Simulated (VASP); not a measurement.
Wanted: the native input for a VASP 6.6.1 run.

```
Task                   : single point
Functional             : PBEsol
Dispersion             : D4
Potentials or basis    : VASP PAW PBE potentials, release 64 (Nb_sv, As)
Cutoff                 : 520 eV
k mesh                 : 11 × 11 × 11
Occupations            : fermi-dirac, width 0.05 eV
Spin                   : no spin polarisation
Dipole correction      : no
Further INCAR settings : ALGO = Normal; EDIFF = 1e-07; NBANDS = 26
```

The structure of NbAs lies in POSCAR:

```
NbAs
1.0
   -1.7138557587      1.7138557587      5.7625433575
    1.7138557587     -1.7138557587      5.7625433575
    1.7138557587      1.7138557587     -5.7625433575
Nb As
2 2
Direct
    0.4986357501     -0.0013642499      0.5000000000
    0.7486357501      0.7486357501      0.0000000000
    0.9173642499      0.4173642499      0.5000000000
    0.1673642499      0.1673642499      0.0000000000
```

These files were run (other wordings do the same):

INCAR

```
SYSTEM = NbAs
PREC = Accurate
ENCUT = 520
EDIFF = 1E-7
ISMEAR = -1
SIGMA = 0.05
LREAL = .False.
LASPH = .True.
NELM = 60
ALGO = Normal
ISIF = 2
LWAVE = .False.
LCHARG = .True.
GGA = PS
IVDW = 13
LELF = .True.
LVHAR = .True.
NBANDS = 26
```

KPOINTS

```
Automatic mesh
0
Gamma
  11 11 11
  0 0 0
```

Potentials or basis: VASP PAW PBE potentials, release 64 (Nb_sv, As).

The run is started by

```bash
$ cat potpaw_PBE.64/Nb_sv/POTCAR potpaw_PBE.64/As/POTCAR > POTCAR
$ mpirun -np 1 vasp_std > vasp.out
```

It gave:

```
Pressure                   : 0.2 GPa
Band gap on the k mesh     : 0.06 eV (least direct gap 0.10 eV)
Dispersion energy per atom : -0.260 eV
```

Caveat: the PAW data sets were made with another functional, which shifts forces and pressure a little.

It took 4.3 min on 1 thread of Intel(R) Xeon(R) 6975P-C (Granite Rapids), on a shared host, peak memory 0.45 GiB.
